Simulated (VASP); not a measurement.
Input of a VASP 6.6.1 run:

File POSCAR:

```
Rh
1.0
   -1.5218153477      1.5218153477      1.5218153477
    1.5218153477     -1.5218153477      1.5218153477
    1.5218153477      1.5218153477     -1.5218153477
Rh
1
Direct
    0.0000000000      0.0000000000      0.0000000000
```

INCAR.step1

```
SYSTEM = Rh
PREC     = Accurate       ! precision mode
ENCUT    = 550            ! plane-wave cutoff, eV
ISMEAR   = 0              ! smearing method
SIGMA    = 0.05           ! smearing width, eV
LREAL    = .False.        ! projectors in reciprocal space
LASPH    = .True.         ! aspherical terms in the spheres
NELM     = 120            ! most SCF steps
NBANDS   = 14             ! bands
GGA      = PE             ! functional
ALGO     = Normal         ! electronic algorithm
EDIFF    = 1E-5           ! SCF threshold, eV
LWAVE    = .True.         ! write WAVECAR
LCHARG   = .False.        ! write CHGCAR
GGA_COMPAT= .False.
```

Contents of INCAR.step2:

```
SYSTEM = Rh
PREC     = Accurate       ! precision mode
ENCUT    = 550            ! plane-wave cutoff, eV
EDIFF    = 1E-6           ! SCF threshold, eV
ISMEAR   = 0              ! smearing method
SIGMA    = 0.05           ! smearing width, eV
LREAL    = .False.        ! projectors in reciprocal space
LASPH    = .True.         ! aspherical terms in the spheres
NELM     = 120            ! most SCF steps
ALGO     = Normal         ! electronic algorithm
ISIF     = 2              ! what is computed and relaxed
LWAVE    = .False.        ! write WAVECAR
LCHARG   = .False.        ! write CHGCAR
METAGGA  = R2SCAN         ! meta-GGA
LMIXTAU  = .True.       
NBANDS   = 14             ! bands
ISTART   = 1            
GGA_COMPAT= .False.
```

Contents of KPOINTS:

```
Automatic mesh
0
Gamma
  20 20 20
  0 0 0
```

Potentials or basis: VASP PAW PBE potentials, release 64 (Rh_pv).

Run with:

```sh
$ cat potpaw_PBE.64/Rh_pv/POTCAR > POTCAR
$ cp INCAR.step1 INCAR
$ mpirun -np 1 vasp_std > vasp.out
$ cp INCAR.step2 INCAR
$ mpirun -np 1 vasp_std > vasp.out
```

Estimate the pressure.

1.2 GPa.

Caveat: the PAW data sets were made with another functional, which shifts forces and pressure a little.
